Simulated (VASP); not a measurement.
Te2Mo, 3 atoms in the cell. It takes space group R-3m (No. 166, trigonal). Conventional cell: a = 3.502 Å, b = 3.502 Å, c = 21.206 Å, α = 90.00°, β = 90.00°, γ = 120.00°. Mo (site symmetry -3m) has 6 Te at 2.73 Å and 6 Mo at 3.50 Å within 3.6 Å. Te (site symmetry 3m) has 3 Mo at 2.73 Å and 6 Te at 3.50 Å within 3.6 Å. 

```yaml
Program: VASP 6.6.1
Task: single point
Functional: PBE
Potentials_or_basis: VASP PAW PBE potentials, release 64 (Mo_sv, Te)
Cutoff: 520 eV
k_mesh: 8 × 8 × 8
Occupations: fermi-dirac, width 0.02 eV
Spin: non-collinear spin, zero start, spin-orbit coupling
Starting_moments: "[[0.0, 0.0, 0.0], [0.0, 0.0, 0.0], [0.0, 0.0, 0.0]] μB"
Dipole_correction: no
Further_INCAR_settings: ALGO = Normal; EDIFF = 1e-06; NBANDS = 39
```

Potentials or basis: VASP PAW PBE potentials, release 64 (Mo_sv, Te).

The run is started by

```sh
$ cat potpaw_PBE.64/Mo_sv/POTCAR potpaw_PBE.64/Te/POTCAR > POTCAR
$ mpirun -np 1 vasp_ncl > vasp.out
```

Hardware: 1 thread of Intel(R) Xeon(R) Platinum 8488C (Sapphire Rapids) (shared host).

Problem. Estimate the wall time of this run.

Solution. Run time: 24 min on 1 thread of Intel(R) Xeon(R) Platinum 8488C (Sapphire Rapids) (shared host), peak memory 1.1 GiB. Counts: scf iterations 15, k points 65.
